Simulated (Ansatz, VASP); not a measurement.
# Two plane-wave programs on Ni

```
Ni
1.0
    -2.90694    2.90729    1.20064
     2.90729   -2.90694    1.20064
     1.51353    1.51353   -1.20000
Ni
2
Direct
  0.00002 0.99998 0.00000
  0.74998 0.25002 0.50000
```

Alike in both runs: task single point; functional PBE; k mesh 17 × 17 × 16; occupations fermi-dirac, width 0.1 eV; no spin polarisation.

|  | VASP | Ansatz |
| --- | --- | --- |
| version | VASP 6.6.1 | Ansatz 0.2.0 |
| potentials or method | VASP PAW PBE potentials, release 64 (Ni), cutoff 520 eV | plane waves (420 eV) with PAW, scalar-relativistic |
| valence electrons in the cell | 20 | 36 |

VASP gave:

| Quantity | Value |
| --- | --- |
| pressure (GPa) | 8.6 |
| traceless stress, the component that is largest in VASP (GPa) | 0.24 |

Task: What did Ansatz give for the same quantities?

Result: Pressure (GPa): 8.8; traceless stress, the component that is largest in VASP (GPa): 0.17.

VASP's potentials hold 20 valence electrons a cell and Ansatz's 36, so a difference there can come from the potentials and not from the codes.
